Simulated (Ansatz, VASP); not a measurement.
**IrC in VASP and in Ansatz**

```
CELL_PARAMETERS angstrom
0.00000 1.92690 1.92690
1.92690 0.00000 1.92690
1.92690 1.92690 0.00000
ATOMIC_POSITIONS crystal
Ir 0.00000 0.00000 0.00000
C 0.25000 0.25000 0.25000
```

Change from the starting cell: volume scaled by 0.58, LAPW.

Alike in both runs: task single point; functional PBE; k mesh 16 × 16 × 16; occupations fermi-dirac, width 0.08 eV; no spin polarisation.

|  | VASP | Ansatz |
| --- | --- | --- |
| version | VASP 6.6.1 | Ansatz 0.2.0 |
| potentials or method | VASP PAW PBE potentials, release 64 (Ir, C), cutoff 520 eV | all-electron LAPW, scalar-relativistic |

|  | VASP | Ansatz | Ansatz less VASP |
| --- | --- | --- | --- |
| pressure (GPa) | 506.3 | 486.5 | -19.79 |

Both programs put the cell under a high pressure, so it lies far from rest at this level. Ansatz ran all-electron here, and VASP with PAW potentials.

Spin-orbit coupling is off throughout. Noted on VASP's run: the cell as given lies far from equilibrium.
